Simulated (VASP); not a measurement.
The system is Ca.

```xyz
2
Lattice="4.8232 0.0000 0.0000 0.0000 4.8232 0.0000 0.0000 0.0000 4.3849" Properties=species:S:1:pos:R:3 pbc="T T T"
Ca    2.4116    0.0000    1.5281
Ca    0.0000    2.4116    2.8568
```

The cell was generated, and may not be a known phase.

| Item | Value |
| --- | --- |
| Program | VASP 6.6.1 |
| Task | relaxation of cell and atoms |
| Functional | PBE |
| Potentials or basis | VASP PAW PBE potentials, release 64 (Ca_sv) |
| Cutoff | 600 eV |
| k mesh | 4 × 4 × 4 |
| Occupations | gaussian, width 0.1 eV |
| Spin | no spin polarisation |

At the start: pressure -1.4 GPa; volume 51.00 Å³/atom.

How do energy, volume and symmetry change on relaxing?

Over 12 steps the energy falls by 262.9 meV/atom and the volume is 41.84 Å³/atom (-18.0 %); space group P4/nmm (No. 129, to 0.1 Å) before, I4/mmm (No. 139, to 0.1 Å).

The path:
| step | energy change (eV) | largest force (eV/Å) | pressure (GPa) | volume (Å³) |
| --- | --- | --- | --- | --- |
| 1 | 0.0000 | 0.7071 | -1.37 | 102.01 |
| 2 | -0.1372 | 0.7215 | -1.08 | 95.67 |
| 3 | -0.2647 | 0.5143 | 1.92 | 77.66 |
| 4 | -0.2952 | 0.6314 | 0.42 | 83.74 |
| 5 | -0.2978 | 0.6038 | 0.77 | 82.09 |
| 6 | -0.3669 | 0.5004 | 0.51 | 82.92 |
| 7 | -0.4794 | 0.1004 | -0.17 | 85.42 |
| 8 | -0.5251 | 0.0381 | -0.16 | 84.54 |
| 9 | -0.5251 | 0.0314 | -0.16 | 84.58 |
| 10 | -0.5251 | 0.0283 | -0.18 | 84.60 |
| 11 | -0.5256 | 0.0149 | 0.10 | 83.31 |
| 12 | -0.5257 | 0.0190 | 0.02 | 83.68 |

Final structure:
```
CELL_PARAMETERS angstrom
4.59428 0.00000 0.00000
0.00000 4.59428 0.00000
0.00000 0.00000 3.96434
ATOMIC_POSITIONS crystal
Ca 0.50000 0.00000 0.24847
Ca 0.00000 0.50000 0.75153
```

Caveat: the volume moved by over 15 % at a fixed basis, so the end points are rough.
